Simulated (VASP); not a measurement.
Set up this calculation in VASP 6.6.1, as the native input.

```yaml
Task: single point
Functional: PBE
Potentials_or_basis: VASP PAW PBE potentials, release 64 (Si, O)
Cutoff: 520 eV
k_mesh: 2 × 2 × 2
Occupations: gaussian, width 0.05 eV
Spin: collinear spin, zero start
Starting_moments: "[0.0, 0.0, 0.0, 0.0, 0.0, 0.0, 0.0, 0.0, 0.0, 0.0, 0.0, 0.0, 0.0, 0.0, 0.0, 0.0, 0.0, 0.0, 0.0, 0.0, 0.0, 0.0, 0.0, 0.0, 0.0] μB"
Dipole_correction: no
Further_INCAR_settings: LREAL = Auto; ALGO = Normal; EDIFF = 1e-06; NBANDS = 89
```

The structure of Si8O17 (a cell with a defect) lies in POSCAR:

```
Si8O17
1.0
   -4.1773000000     -4.1773000000      0.0000000000
    4.1773000000     -4.1773000000      0.0000000000
    0.0000000000      0.0000000000      5.3310000000
Si O
8 17
Direct
    0.5123779714      0.4926578173      0.0049544176
    0.0057708328      0.4956789074      0.2496237104
    0.5123552295      0.4926092213      0.4942764960
    0.0208717353      0.4914445934      0.7496514725
   -0.0114498600      0.0068732195      0.0049583568
    0.4951619467      0.0038539248      0.2496242731
   -0.0114295119      0.0069189429      0.4942836241
    0.4800561367      0.0080907524      0.7496524104
    0.2029064228      0.4647731788      0.0130183830
   -0.0266600436      0.1931178034      0.2496162071
    0.8165907404      0.5046011778     -0.0016676046
    0.0064382496      0.8048336246      0.2495876946
    0.2028671630      0.4647911330      0.4862768711
   -0.0105048716      0.1940913988      0.7496267117
    0.8165550715      0.5046964546      0.5008720690
   -0.0297804802      0.8153309554      0.7496304633
    0.6843371316     -0.0050627199     -0.0016661039
    0.4944959663      0.6946963350      0.2495828175
    0.2980243219      0.0347521126      0.0130180079
    0.5275955761      0.3064120365      0.2496111424
    0.6843735188     -0.0051560817      0.5008728194
    0.5306792665      0.6842040313      0.7496238980
    0.2980657362      0.0347312858      0.4862796849
    0.5114404041      0.3054413138      0.7496237104
    0.2504482561      0.7497631245      0.7496621647
```

The input as run:

INCAR

```
SYSTEM = Si8O17
PREC     = Accurate       ! precision mode
ENCUT    = 520            ! plane-wave cutoff, eV
EDIFF    = 1E-6           ! SCF threshold, eV
ISMEAR   = 0              ! smearing method
SIGMA    = 0.05           ! smearing width, eV
LREAL    = Auto         
LASPH    = .TRUE.         ! aspherical terms in the spheres
NELM     = 150            ! most SCF steps
ALGO     = Normal         ! electronic algorithm
ISIF     = 2              ! what is computed and relaxed
LWAVE    = .FALSE.        ! write WAVECAR
LCHARG   = .TRUE.         ! write CHGCAR
ISPIN    = 2              ! spin polarisation
MAGMOM   = 0 0 0 0 0 0 0 0 0 0 0 0 0 0 0 0 0 0 0 0 0 0 0 0 0 ! initial moments
LORBIT   = 11             ! projections on sites
GGA      = PE             ! functional
LELF     = .TRUE.         ! ELF
LVHAR    = .TRUE.       
NBANDS   = 89             ! bands
```

KPOINTS

```
regular mesh
0
G
  2 2 2
  0 0 0
```

Potentials or basis: VASP PAW PBE potentials, release 64 (Si, O).

Launch:

```bash
$ cat potpaw_PBE.64/Si/POTCAR potpaw_PBE.64/O/POTCAR > POTCAR
$ mpirun -np 1 vasp_std > vasp.out
```

It gave:

- Pressure: 24.1 GPa
- Largest force: 0.053 eV/Å
- Band gap on the k mesh: 2.55 eV
- Net moment: 0.00 μB per cell
- Valence electrons inside the program's atomic spheres: Si 1.48, 1.50, 1.42; O 5.25, 5.30, 5.22, 5.27, 5.17, 4.98

Caveat: the k points lie up to 0.59 Å⁻¹ apart.

Run time: 15 min on 1 thread of AMD EPYC 7R13, on a shared host, peak memory 0.4 GiB.
